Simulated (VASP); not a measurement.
HPbNO4, 7 atoms in the cell. The typed cell holds 7 atoms: a = 3.858 Å, b = 5.535 Å, c = 6.055 Å, α = 106.62°, β = 93.97°, γ = 90.45°. 

| Property | Result |
| --- | --- |
| Program | VASP 6.6.1 |
| Task | single point |
| Functional | revPBE |
| Potentials or basis | VASP PAW PBE potentials, release 64 (H, Pb_d, N, O) |
| Cutoff | 520 eV |
| k mesh | 5 × 4 × 4 |
| Occupations | fermi-dirac, width 0.05 eV |
| Spin | no spin polarisation |
| Dipole correction | no |
| Further INCAR settings | ALGO = Normal; EDIFF = 1e-07; NBANDS = 31 |

Potentials or basis: VASP PAW PBE potentials, release 64 (H, Pb_d, N, O).

Run with:

```console
$ cat potpaw_PBE.64/H/POTCAR potpaw_PBE.64/Pb_d/POTCAR potpaw_PBE.64/N/POTCAR potpaw_PBE.64/O/POTCAR > POTCAR
$ mpirun -np 1 vasp_std > vasp.out
```

Hardware: 1 thread of Intel Xeon 8259CL, on a shared host.

Question: Estimate the wall time of this run.

Answer: It took 5.3 min on 1 thread of Intel Xeon 8259CL (shared host), peak memory 0.33 GiB. Counts: scf iterations 16, k points 42.
